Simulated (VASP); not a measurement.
# Ir (Fm-3m) in VASP: further runs

The runs below take Ir through single point, relaxation of cell and atoms, with PBE.

Program: VASP 6.6.1. These are calculated values, not measurements. Logs are shortened: lines on timing, memory, paths and dates and some standing lists are left out, and cuts for length are marked.

## 1. The cell of the first run

The structure is cubic, space group Fm-3m (No. 225). Conventional cell: a = 3.870 Å, b = 3.870 Å, c = 3.870 Å, α = 90.00°, β = 90.00°, γ = 90.00°. Ir (site symmetry m-3m) has 12 Ir at 2.74 Å within 3.6 Å.

## 2. Single point, PBE

Contents of INCAR:

```
SYSTEM = Ir
PREC = Accurate
ENCUT = 520
EDIFF = 1E-6
ISMEAR = 1
SIGMA = 0.1
LREAL = .FALSE.
LASPH = .TRUE.
NELM = 80
ALGO = Normal
ISIF = 2
LWAVE = .FALSE.
LCHARG = .FALSE.
GGA = PE
NBANDS = 10
```

Contents of KPOINTS:

```
regular mesh
0
G
  17 17 17
  0 0 0
```

Contents of POSCAR:

```
Ir
1.0
    0.0000000000      1.9350097267      1.9350097267
    1.9350097267      0.0000000000      1.9350097267
    1.9350097267      1.9350097267      0.0000000000
Ir
1
Direct
    0.0000000000      0.0000000000      0.0000000000
```

Potentials or basis: VASP PAW PBE potentials, release 64 (Ir).

The run is started by

```sh
cat potpaw_PBE.64/Ir/POTCAR > POTCAR
mpirun -np 1 vasp_std > vasp.out
```

OUTCAR:

```text
SYSTEM = Ir
   PREC = Accurate
   ENCUT = 520
   EDIFF = 1E-6
   ISMEAR = 1
   LREAL = .FALSE.
   LASPH = .TRUE.
   NELM = 80
   ISIF = 2
   GGA = PE

 ion  position               nearest neighbor table
   1  0.000  0.000  0.000-

  LATTYP: Found a face centered cubic cell.
 ALAT       =     3.8700194534

  Lattice vectors:

 A1 = (   0.0000000000,   1.9350097267,   1.9350097267)
 A2 = (   1.9350097267,   0.0000000000,   1.9350097267)
 A3 = (   1.9350097267,   1.9350097267,   0.0000000000)

Analysis of symmetry for initial positions (statically):
=====================================================================
 Subroutine PRICEL returns:
 Original cell was already a primitive cell.

 Routine SETGRP: Setting up the symmetry group for a
 face centered cubic supercell.

 Subroutine GETGRP returns: Found 48 space group operations
 (whereof 48 operations were pure point group operations)
 out of a pool of 48 trial point group operations.

The static configuration has the point symmetry O_h .

Analysis of symmetry for dynamics (positions and initial velocities):
=====================================================================
 Subroutine PRICEL returns:
 Original cell was already a primitive cell.

 Routine SETGRP: Setting up the symmetry group for a
 face centered cubic supercell.

 Subroutine GETGRP returns: Found 48 space group operations
 (whereof 48 operations were pure point group operations)
 out of a pool of 48 trial point group operations.

The dynamic configuration has the point symmetry O_h .

 Subroutine INISYM returns: Found 48 space group operations
 (whereof 48 operations are pure point group operations),
 and found     1 'primitive' translations

----------------------------------------------------------------------------------------

                                     Primitive cell

  volume of cell :      14.4904

  direct lattice vectors                    reciprocal lattice vectors
     0.000000000  1.935009727  1.935009727    -0.258396634  0.258396634  0.258396634
     1.935009727  0.000000000  1.935009727     0.258396634 -0.258396634  0.258396634
     1.935009727  1.935009727  0.000000000     0.258396634  0.258396634 -0.258396634

  length of vectors
     2.736516999  2.736516999  2.736516999     0.447556098  0.447556098  0.447556098

[... 75 lines left out ...]
   LASPH  =      T    aspherical Exc in radial PAW
   ENCUT  =  520.0 eV  38.22 Ry    6.18 a.u.   5.09  5.09  5.09*2*pi/ulx,y,z
   NELM   =     80;   NELMIN=  2; NELMDL= -5     # of ELM steps
   EDIFF  = 0.1E-05   stopping-criterion for ELM
   LREAL  =      F    real-space projection
   EDIFFG = 0.1E-04   stopping-criterion for IOM
   NSW    =      0    number of steps for IOM
   IBRION =     -1    ionic relax: 0-MD 1-quasi-New 2-CG
   NFREE  =      0    steps in history (QN), initial steepest desc. (CG)
   ISIF   =      2    stress and relaxation
   ISYM   =      2    0-nonsym 1-usesym 2-fastsym
   POTIM  = 0.5000    time-step for ionic-motion
   TEBEG  =    0.0;   TEEND  =   0.0 temperature during run
   PSTRESS=    0.0 pullay stress
   NELECT =       9.0000    total number of electrons
   NUPDOWN=      -1.0000    fix difference up-down
   EMIN   =  10.00;   EMAX   =-10.00  energy-range for DOS
   EFERMI =   0.00;   METHOD = LEGACY
   ISMEAR =     1;   SIGMA  =   0.10  broadening in eV -4-tet -1-fermi 0-gaus
   EFERMI_NEDOS =   21; number of points for ismear=-14 and -15
   IALGO  =     38    algorithm
   IMIX   =      4    mixing-type and parameters
     AMIX     =   0.40;   BMIX     =  1.00
     AMIX_MAG =   1.60;   BMIX_MAG =  1.00
  volume/ion in A,a.u.               =      14.49        97.79
  Fermi-wavevector in a.u.,A,eV,Ry     =   1.396784  2.639539 26.545034  1.951005
  Thomas-Fermi vector in A             =   2.520104
   LORBIT       =      0    0 simple, 1 ext, 2 COOP (PROOUT), +10 PAW based schemes
   GGA     = PE    functional components
   LHFCALC =     F    Hartree Fock is set to
   AEXX    =    0.0000 exact exchange contribution
   IVDW    =     0    specifies the selected vdW correction
   LEPSILON=     F    determine dielectric tensor
   LRPA    =     F    only Hartree local field effects (RPA)
 non-spin polarized calculation
 Methfessel and Paxton  Order N= 1 SIGMA  =   0.10
  energy-cutoff  :      520.00
  volume of cell :       14.49
 maximum number of plane-waves:       398
   NGX = 11   NGY = 11   NGZ = 11

 number of electron       9.0000000 magnetization

 Free energy of the ion-electron system (eV)
  ---------------------------------------------------
  ext. energy  EPLUGINS =         0.00000000
  ---------------------------------------------------
  free energy    TOTEN  =        -8.85051434 eV

  energy without entropy =       -8.85024189  energy(sigma->0) =       -8.85042353

 E-fermi :   9.8717     XC(G=0): -13.8465

 val. band max:        9.8645109073   @ k =   0.2941   0.1765   0.0000
 cond. band min:       9.9293775627   @ k =   0.2941   0.2353   0.0000
 fundamental gap:      0.0648666554
 Fermi energy:         9.8716741012

 k-point     1 :       0.0000    0.0000    0.0000
  band No.  band energies     occupation
      1      -0.8678      2.00000
      2       6.2461      2.00000
      3       6.2461      2.00000
      4       6.2461      2.00000
      5       8.8323      2.00000
      6       8.8323      2.00000
      7      24.3672      0.00000
      8      29.8093      0.00000
      9      29.8093      0.00000
     10      29.8093      0.00000
[... 287 lines left out ...]
 k-point    24 :      -0.1176    0.0588    0.0000
  band No.  band energies     occupation
      1       0.0417      2.00000
      2       5.7927      2.00000
      3       6.5960      2.00000
      4       6.6271      2.00000
      5       8.4197      2.00000
      6       8.9137      2.00000
      7      25.8153      0.00000
      8      26.8795      0.00000
      9      30.3304      0.00000
     10      31.7518      0.00000

 [... further k-points ...]
[... 5 lines left out ...]
  --------------------------------------------------------------------------------------
  -------------------------------------------------------------------------------------
  Total        0.0515658      0.0515658      0.0515658      0.0000000      0.0000000      0.0000000
  in kB        5.7015545      5.7015545      5.7015545      0.0000000      0.0000000      0.0000000
  external PRESSURE =       5.7015545 kB  Pullay stress =       0.0000000 kB

 VOLUME and BASIS-vectors are now :
 -----------------------------------------------------------------------------
  energy-cutoff  :      520.00
  volume of cell :       14.49
      direct lattice vectors                 reciprocal lattice vectors
     0.000000000  1.935009727  1.935009727    -0.258396634  0.258396634  0.258396634
     1.935009727  0.000000000  1.935009727     0.258396634 -0.258396634  0.258396634
     1.935009727  1.935009727  0.000000000     0.258396634  0.258396634 -0.258396634

 POSITION                                       TOTAL-FORCE (eV/Angst)
 -----------------------------------------------------------------------------------
      0.00000      0.00000      0.00000         0.000000      0.000000      0.000000
 -----------------------------------------------------------------------------------
    total drift:                                0.000000     -0.000000     -0.000000

  FREE ENERGIE OF THE ION-ELECTRON SYSTEM (eV)
  ---------------------------------------------------
  free  energy   TOTEN  =        -8.8505143433 eV

  energy  without entropy=       -8.8502418937  energy(sigma->0) =       -8.85042353
```

Run time: 12 s. Hardware: 1 thread of Intel Xeon Platinum 8375C at 2.90GHz (Ice Lake), shared host; peak memory 0.14 GiB.

Results:

| Property | Result |
| --- | --- |
| Free energy | -8.8505 eV |
| Pressure | 0.6 GPa |

Caveat: spin-orbit coupling is left out, which moves the levels of the heavy elements.

## 3. Relaxation of cell and atoms, PBE

This run uses another cell than the first one, of 14.31 Å³/atom, 0.988 times its volume.

Contents of INCAR:

```
PREC = Accurate
ENCUT = 600
EDIFF = 1E-7
ISMEAR = 1
SIGMA = 0.1
LREAL = F
LASPH = T
NELM = 100
ALGO = Normal
ISIF = 3
LWAVE = F
LCHARG = F
GGA = PE
IBRION = 2
NSW = 80
EDIFFG = -0.005
```

Contents of KPOINTS:

```
regular mesh
0
Gamma
  17 17 17
```

Contents of POSCAR:

```
Ir
1.0
    0.0000000000      1.9269647000      1.9269647000
    1.9269647000      0.0000000000      1.9269647000
    1.9269647000      1.9269647000      0.0000000000
Ir
1
Direct
    0.0000000000      0.0000000000      0.0000000000
```

Potentials or basis: VASP PAW PBE potentials, release 64 (Ir).

The run is started by

```sh
cat potpaw_PBE.64/Ir/POTCAR > POTCAR
mpirun -np 1 vasp_std > vasp.out
```

Run time: 28 s. Hardware: 1 thread of Intel Xeon Platinum 8375C at 2.90GHz (Ice Lake), shared host; peak memory 0.17 GiB.

The run converged. Its results:

```
Free energy                            : -8.8508 eV
Relaxed volume                         : 14.52 Å³/atom
Relaxed cell                           : a = 2.738 Å, b = 2.738 Å, c = 2.738 Å, α = 60.00°, β = 60.00°, γ = 60.00°
Space group after relaxing (to 0.05 Å) : Fm-3m (No. 225)
Energy gained by relaxing              : 3.3 meV/atom
Ionic steps                            : 4
Pressure after relaxing                : 0.0 GPa
```

Step by step:
```tsv
step	energy change (eV)	largest force (eV/Å)	pressure (GPa)	volume (Å³)
1	0.0000	0.0000	5.22	14.31
2	0.0378	0.0000	-15.98	15.30
3	-0.0033	0.0000	-0.10	14.52
4	-0.0033	0.0000	0.00	14.52
```

Final structure:
```
Ir
1.0
     0.00000    1.93622    1.93622
     1.93622    0.00000    1.93622
     1.93622    1.93622    0.00000
Ir
1
Direct
  0.00000 0.00000 0.00000
```

Levels at points of the mesh, in eV from the Fermi level:
```csv
k point,band 1,band 2,band 3,band 4,band 5,band 6,band 7,band 8
"(0.00, 0.00, 0.00)",-10.72,-3.62,-3.62,-3.62,-1.04,-1.04,14.50,19.93
```

Caveat: spin-orbit coupling is left out, which moves the levels of the heavy elements.
